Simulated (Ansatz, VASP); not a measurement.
# One calculation of KCl, two programs

```
CELL_PARAMETERS angstrom
-0.09468 3.10876 3.10876
3.10876 -0.09468 3.10876
3.10876 3.10876 -0.09468
ATOMIC_POSITIONS crystal
K 0.00000 0.00000 0.00000
Cl 0.50000 0.50000 0.50000
```

Change from the starting cell: equal xy, yz and zx shear strains of -3 %.

Alike in both runs: task single point; functional PBE; k mesh 7 × 7 × 7; occupations fermi-dirac, width 0.03 eV; no spin polarisation.

|  | VASP | Ansatz |
| --- | --- | --- |
| version | VASP 6.6.1 | Ansatz 0.2.0 |
| potentials or method | VASP PAW PBE potentials, release 64 (K_sv, Cl), cutoff 520 eV | all-electron LAPW, scalar-relativistic |

|  | VASP | Ansatz | Ansatz less VASP |
| --- | --- | --- | --- |
| gap on the k mesh at the Fermi level (eV) | 5.09 | 5.10 | +0.002 |
| pressure (GPa) | 0.6 | 0.6 | -0.03 |
| traceless stress, the component that is largest in VASP (GPa) | 0.17 | 0.18 | +0.002 |

Ansatz ran all-electron here, and VASP with PAW potentials.
